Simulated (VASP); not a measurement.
A run of VASP 6.6.1 is set up as follows.

INCAR

```
SYSTEM = Te2Mo
  PREC = Accurate
  ENCUT = 520
  EDIFF = 1E-7
  ISMEAR = -1
  SIGMA = 0.05
  LREAL = .FALSE.
  LASPH = .TRUE.
  NELM = 60
  ALGO = Normal
  ISIF = 2
  LWAVE = .FALSE.
  LCHARG = .FALSE.
  GGA = PE
  IVDW = 12
  NBANDS = 35
```

File KPOINTS:

```
regular mesh
0
G
  4 8 1
  0 0 0
```

Contents of POSCAR:

```
Te2Mo
1.0
    6.2317438208      0.0000000000      0.0000000000
    0.0000000000      3.4093544903      0.0000000000
   -0.0839909111      0.0000000000     35.4373997734
Te Mo
4 2
Direct
    0.4292511000      0.7500000000      0.5407035800
    0.5707489000      0.2500000000      0.4592964200
    0.9208478700      0.2500000000      0.5565273200
    0.0791521300      0.7500000000      0.4434726800
    0.1813475600      0.2500000000      0.4974653700
    0.8186524400      0.7500000000      0.5025346300
```

Potentials or basis: VASP PAW PBE potentials, release 64 (Te, Mo_sv).

Launch:

```sh
$ cat potpaw_PBE.64/Te/POTCAR potpaw_PBE.64/Mo_sv/POTCAR > POTCAR
$ mpirun -np 1 vasp_std > vasp.out
```

(1) Predict the dispersion energy per atom.

(2) What does it give for the band gap on the k mesh?

(3) Predict the largest force.

## Answers

(1) -0.408 eV.

(2) zero (bands 26 and 27 overlap by 0.23 eV).

(3) 1.225 eV/Å.

Caveat: there is no dipole correction, which matters where the two faces differ; spin-orbit coupling is left out, which moves the levels of the heavy elements.
